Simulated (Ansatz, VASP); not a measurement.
RbBr: VASP beside Ansatz

```
CELL_PARAMETERS angstrom
5.94208 0.00000 0.00000
-2.97104 5.14600 0.00000
0.00000 0.00000 6.95651
ATOMIC_POSITIONS crystal
Rb 0.33333 0.66667 0.93800
Rb 0.66667 0.33333 0.43800
Br 0.33333 0.66667 0.43800
Br 0.66667 0.33333 0.93800
```

Alike in both runs: task single point; functional PBE; k mesh 10 × 10 × 6; occupations fermi-dirac, width 0.05 eV; no spin polarisation.

|  | VASP | Ansatz |
| --- | --- | --- |
| version | VASP 6.6.1 | Ansatz 0.2.0 |
| potentials or method | VASP PAW PBE potentials, release 64 (Rb_sv, Br), cutoff 520 eV | all-electron LAPW, scalar-relativistic |

|  | VASP | Ansatz | Ansatz less VASP |
| --- | --- | --- | --- |
| gap on the k mesh at the Fermi level (eV) | 4.02 | 4.02 | +0.003 |
| pressure (GPa) | 0.0 | 0.0 | -0.01 |

Ansatz ran all-electron here, and VASP with PAW potentials. Ansatz's warnings: structure snapped to symmetry.
